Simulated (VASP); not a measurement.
A run of VASP 6.6.1 is set up as follows.

Contents of INCAR:

```
SYSTEM = H4C
ALGO = Normal ; EDIFF = 1E-6
ENCUT = 520 ; GGA = PE
GGA_COMPAT = .False. ; ISIF = 2
ISMEAR = -1 ; IVDW = 12
LASPH = .True. ; LCHARG = .False.
LREAL = .False. ; LWAVE = .False.
NBANDS = 45 ; NELM = 120
PREC = Accurate ; SIGMA = 0.05
```

File KPOINTS:

```
k-points
0
Gamma
  1 1 1
  0 0 0
```

File POSCAR:

```
H4C
1.0
    7.2304270000      0.0000000000      0.0000000000
    0.0000000000      7.2304270000      0.0000000000
    0.0000000000      0.0000000000      7.2304270000
C H
6 24
Direct
    0.4610792696      0.0662478163      0.5751527538
    0.8299509835      0.8593821637      0.1335052549
    0.5014641597      0.6160217094      0.8234921672
    1.0384310636      0.2927074708     -0.1826309843
    0.2685871803      0.6690061320      0.2745342702
    0.7739238637      0.3650545120      0.3748602952
    0.3670322652      0.1146820236      0.4688381475
    0.6009326973      0.1164938115      0.5693992900
    0.4638176971     -0.0730938850      0.5311581183
    0.4098513131      0.1170331987      0.6989213777
    0.8008379035      0.8848301767      0.2731235652
    0.7826785334      0.7174126784      0.0963981795
    0.9769547497      0.8613737474      0.1211408400
    0.7780453354      0.9582283315      0.0306620895
    0.6343747057      0.5688184114      0.7589593256
    0.4387292756      0.5100805250      0.9107484247
    0.4046787278      0.6610674584      0.7194319229
    0.5249897413      0.7455991188      0.8987159403
    1.1207221925      0.4066841419     -0.1153043935
    0.8855216988      0.2984332737     -0.1575149020
    1.0922176519      0.1597139422     -0.1433386991
    1.0803096415      0.2987237130     -0.3293028199
    0.1964199348      0.7845456430      0.3526900970
    0.3358722797      0.5605616376      0.3670460956
    0.3703239103      0.7324325382      0.1795882871
    0.1664770283      0.6129651817      0.1788414433
    0.6618557936      0.4703594961      0.3770040137
    0.8970977786      0.3917749256      0.2844506970
    0.6986724297      0.2420880537      0.3153202432
    0.8307946405      0.2931500449      0.4991683064
```

Potentials or basis: VASP PAW PBE potentials, release 64 (C, H).

Command:

```bash
$ cat potpaw_PBE.64/C/POTCAR potpaw_PBE.64/H/POTCAR > POTCAR
$ mpirun -np 1 vasp_gam > vasp.out
```

(1) What does it give for the pressure?

(2) Estimate the dispersion energy per atom.

(3) What does it give for the largest force?

Results:

(1) 0.0 GPa.

(2) -0.026 eV.

(3) 2.527 eV/Å.

Caveat: the k points lie up to 0.87 Å⁻¹ apart.
